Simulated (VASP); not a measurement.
A run of VASP 6.6.1 is set up as follows.

File INCAR:

```
ALGO     = Normal         # electronic algorithm
EDIFF    = 1E-6           # SCF threshold, eV
ENCUT    = 520            # plane-wave cutoff, eV
GGA      = PE             # functional
ISIF     = 2              # what is computed and relaxed
ISMEAR   = 0              # smearing method
LASPH    = T              # aspherical terms in the spheres
LCHARG   = F              # write CHGCAR
LREAL    = F              # projectors in reciprocal space
LWAVE    = F              # write WAVECAR
NBANDS   = 12             # bands
NELM     = 80             # most SCF steps
PREC     = Accurate       # precision mode
SIGMA    = 0.15           # smearing width, eV
```

File KPOINTS:

```
k-points
0
Gamma
  20 20 20
```

POSCAR

```
Ta
1.0
   -1.6265108000      1.6265108000      1.7008184000
    1.6265108000     -1.6265108000      1.7008184000
    1.6265108000      1.6265108000     -1.7008184000
Ta
1
Direct
    0.0000000000      0.0000000000      0.0000000000
```

Potentials or basis: VASP PAW PBE potentials, release 64 (Ta_pv).

The run is started by

```sh
$ cat potpaw_PBE.64/Ta_pv/POTCAR > POTCAR
$ mpirun -np 1 vasp_std > vasp.out
```

Problem. Predict the band gap on the k mesh.

Solution. Zero (an odd number of electrons rules out a gap without spin polarisation).

Problem. Predict the pressure.

Solution. 3.5 GPa.

Stress tensor (GPa, compression positive):
```
5.22 0.00 0.00
0.00 5.22 0.00
0.00 0.00 0.19
```

Caveat: the cell differs from its parent crystal (strain -0.015 along x and y, +0.030 along z); the cell stands under pressure; spin-orbit coupling is left out, which moves the levels of the heavy elements.
